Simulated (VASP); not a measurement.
Write the native input for VASP 6.6.1 that does the following.

```yaml
Task: single point
Functional: r2SCAN
Potentials_or_basis: VASP PAW PBE potentials, release 64 (Pt)
Cutoff: 520 eV
k_mesh: 9 × 8 × 9
Occupations: fermi-dirac, width 0.1 eV
Spin: no spin polarisation
Dipole_correction: no
Further_INCAR_settings: ALGO = Normal; EDIFF = 1e-06; NBANDS = 11
```

Crystal: Pt.

```
Pt
1.0
    -1.58217    1.58498    1.58466
     1.60292   -1.57978    1.60020
     1.56748    1.56509   -1.57945
Pt
1
Direct
  0.00000 0.00000 0.00000
```

The input as run:

POSCAR

```
Pt
1.0
   -1.5821724000      1.5849819900      1.5846552900
    1.6029151900     -1.5797795700      1.6001956600
    1.5674823500      1.5650895200     -1.5794528700
Pt
1
Direct
    0.0000000000      0.0000000000      0.0000000000
```

INCAR.step1

```
  ALGO = Normal
  EDIFF = 1E-4
  ENCUT = 520
  GGA = PE
  ISMEAR = -1
  LASPH = True
  LCHARG = False
  LREAL = False
  LWAVE = True
  NBANDS = 11
  NELM = 100
  PREC = Accurate
  SIGMA = 0.1
```

INCAR.step2

```
  ALGO = Normal
  EDIFF = 1E-6
  ENCUT = 520
  ISIF = 2
  ISMEAR = -1
  ISTART = 1
  LASPH = True
  LCHARG = False
  LMIXTAU = True
  LREAL = False
  LWAVE = False
  METAGGA = R2SCAN
  NBANDS = 11
  NELM = 100
  PREC = Accurate
  SIGMA = 0.1
```

KPOINTS

```
k-points
0
Gamma
  9 8 9
```

Potentials or basis: VASP PAW PBE potentials, release 64 (Pt).

Command:

```sh
$ cat potpaw_PBE.64/Pt/POTCAR > POTCAR
$ cp INCAR.step1 INCAR
$ mpirun -np 1 vasp_std > vasp.out
$ cp INCAR.step2 INCAR
$ mpirun -np 1 vasp_std > vasp.out
```

It gave:

```json
{
 "Pressure": "-5.6 GPa",
 "Band gap on the k mesh": "zero (band 5 reaches 10.79 eV, above the bottom of band 6 at 8.73 eV)"
}
```

Caveat: the PAW data sets were made with another functional, which shifts forces and pressure a little; spin-orbit coupling is left out, which moves the levels of the heavy elements.

Wall time 120 s on 1 thread of Intel(R) Xeon(R) Platinum 8488C (Sapphire Rapids), with other jobs on the host, peak memory 0.18 GiB.
